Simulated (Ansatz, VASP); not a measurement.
Two plane-wave programs on SnSe

The input INCAR:

```
SYSTEM = SnSe
PREC = Accurate
ENCUT = 520
EDIFF = 1E-6
ISMEAR = 0
SIGMA = 0.05
LREAL = .FALSE.
LASPH = .TRUE.
NELM = 60
ALGO = Normal
ISIF = 2
LWAVE = .FALSE.
LCHARG = .TRUE.
GGA = CA
LELF = .TRUE.
LVHAR = .TRUE.
NBANDS = 28
```

File KPOINTS:

```
Automatic mesh
0
G
  6 6 4
  0 0 0
```

The input POSCAR:

```
SnSe
1.0
    4.2853274191      0.0000000000      0.0000000000
    0.0000000000      4.2853274191      0.0000000000
    0.0000000000      0.0000000000     10.9906921300
Sn Se
2 2
Direct
    0.5000000000      0.0000000000      0.3590303939
    0.0000000000      0.5000000000      0.6409696061
    0.5000000000      0.0000000000      0.6023915779
    0.0000000000      0.5000000000      0.3976084221
```

Input for Ansatz:

```yaml
crystal:
  lattice:
    - [4.2853274191, 0.0, 0.0]
    - [0.0, 4.2853274191, 0.0]
    - [0.0, 0.0, 10.99069213]
  atoms:
    - { symbol: Sn, position: [0.5, 0.0, 0.3590303939] }
    - { symbol: Sn, position: [0.0, 0.5, 0.6409696061] }
    - { symbol: Se, position: [0.5, 0.0, 0.6023915779] }
    - { symbol: Se, position: [0.0, 0.5, 0.3976084221] }
basis:
  ecutwfc: 420
kpoints:
  mp_grid: { grid: [6, 6, 4] }
hamiltonian:
  xc: lda
scf:
  occupations: { method: gaussian, width: 0.05 }
output:
  forces: true
  stress: true
  eigenvalues: true
```

Change from the starting cell: mode 8 (56.1 1/cm) frozen in, largest displacement -0.150 Å.

Alike in both runs: task single point; functional LDA; k mesh 6 × 6 × 4; occupations gaussian, width 0.05 eV; no spin polarisation.

```csv
,VASP,Ansatz
version,VASP 6.6.1,Ansatz 0.2.0
potentials or method,"VASP PAW LDA potentials, release 64 (Sn_d, Se), cutoff 520 eV","scalar-relativistic, plane waves, PAW"
valence electrons in the cell,40,60
```

|  | VASP | Ansatz | Ansatz less VASP |
| --- | --- | --- | --- |
| gap on the k mesh at the Fermi level (eV) | 1.27 | 1.28 | +0.012 |
| least direct gap on the mesh (eV) | 1.28 | 1.29 | +0.016 |
| rms of the force components (eV/Å) | 0.167 | 0.176 | +0.0094 |

LDA's correlation is that of Perdew and Zunger in VASP and of Perdew and Wang (1992) in Ansatz. Atom by atom the forces differ by 0.012 eV/Å (rms over components). VASP's potentials hold 40 valence electrons a cell and Ansatz's 60, so a difference there can come from the potentials and not from the codes.
